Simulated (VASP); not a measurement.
Here is a VASP 6.6.1 calculation.

The input INCAR:

```
SYSTEM = TiAl2
PREC = Accurate ; ENCUT = 520
EDIFF = 1E-6 ; ISMEAR = 0
SIGMA = 0.1 ; LREAL = .FALSE.
LASPH = .TRUE. ; NELM = 60
ALGO = Fast ; ISIF = 2
LWAVE = .FALSE. ; LCHARG = .FALSE.
GGA = PS ; NBANDS = 27
```

Contents of KPOINTS:

```
regular mesh
0
G
  10 10 10
  0 0 0
```

The input POSCAR:

```
TiAl2
1.0
    1.9503339394     -6.0262766718      0.0000000000
    1.9503339394      6.0262766718      0.0000000000
    0.0000000000      0.0000000000      3.9724249782
Ti Al
2 4
Direct
    0.6562199823      0.3437800177      0.0000000000
    0.3437800177      0.6562199823      0.0000000000
    0.0000000000      0.0000000000      0.0000000000
    0.8270962381      0.1729037619      0.5000000000
    0.1729037619      0.8270962381      0.5000000000
    0.5000000000      0.5000000000      0.5000000000
```

Potentials or basis: VASP PAW PBE potentials, release 64 (Ti_sv, Al).

The run is started by

```console
$ cat potpaw_PBE.64/Ti_sv/POTCAR potpaw_PBE.64/Al/POTCAR > POTCAR
$ mpirun -np 1 vasp_std > vasp.out
```

Question: Estimate the largest force.

Answer: 0.006 eV/Å.

Question: Predict the band gap on the k mesh.

Answer: Zero (bands 18 and 19 overlap by 1.56 eV).

Forces on the atoms (eV/Å):
```
Ti   0.000 -0.006  0.000
Ti   0.000  0.006  0.000
Al   0.000  0.000  0.000
Al   0.000 -0.005  0.000
Al   0.000  0.005  0.000
Al   0.000  0.000  0.000
```

Caveat: the PAW data sets were made with another functional, which shifts forces and pressure a little.
